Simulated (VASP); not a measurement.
Ga4As3P:

```
Ga P As
1.0
     4.21615    0.00000    0.00000
     0.00000    4.21615    0.00000
     0.00000    0.00000   11.87416
Ga P As
4 1 3
Direct
  0.50000 0.00000 0.60787
  0.00000 0.50000 0.39213
  0.50000 0.00000 0.13068
  0.00000 0.50000 0.86932
  0.00000 0.00000 0.50000
  0.50000 0.50000 0.26162
  0.00000 0.00000 0.00000
  0.50000 0.50000 0.73838
```

* Program: VASP 6.6.1
* Task: relaxation of cell and atoms
* Functional: PBE
* Potentials or basis: VASP PAW PBE potentials, release 64 (Ga_d, P, As)
* Cutoff: 600 eV
* k mesh: 4 × 4 × 2
* Occupations: gaussian, width 0.2 eV
* Spin: no spin polarisation

At the start: pressure -6.0 GPa; volume 26.38 Å³/atom.

Task: Where does the relaxation end?

Result: Over 8 steps the energy falls by 85.4 meV/atom and the volume is 22.96 Å³/atom (-13.0 %); space group P-4m2 (No. 115, to 0.05 Å).

Step by step:
| step | energy change (eV) | largest force (eV/Å) | pressure (GPa) | volume (Å³) |
| --- | --- | --- | --- | --- |
| 1 | 0.0000 | 0.8359 | -6.01 | 211.07 |
| 2 | -0.6163 | 0.5468 | 0.75 | 182.25 |
| 3 | -0.6182 | 0.5668 | 0.29 | 183.55 |
| 4 | -0.6500 | 0.2673 | 0.18 | 183.79 |
| 5 | -0.6650 | 0.2848 | 0.05 | 184.12 |
| 6 | -0.6773 | 0.1609 | -0.08 | 184.48 |
| 7 | -0.6813 | 0.1320 | -0.21 | 184.83 |
| 8 | -0.6835 | 0.0154 | 0.17 | 183.71 |

Final structure:
```
CELL_PARAMETERS angstrom
4.04373 0.00000 0.00000
0.00000 4.04373 0.00000
0.00000 0.00000 11.23473
ATOMIC_POSITIONS crystal
Ga 0.50000 0.00000 0.61795
Ga 0.00000 0.50000 0.38205
Ga 0.50000 0.00000 0.12735
Ga 0.00000 0.50000 0.87265
P 0.00000 0.00000 0.50000
As 0.50000 0.50000 0.25469
As 0.00000 0.00000 0.00000
As 0.50000 0.50000 0.74531
```

Caveat: the relaxation stopped at a loose force limit of 0.08 eV/Å, so its end isn't a converged minimum.
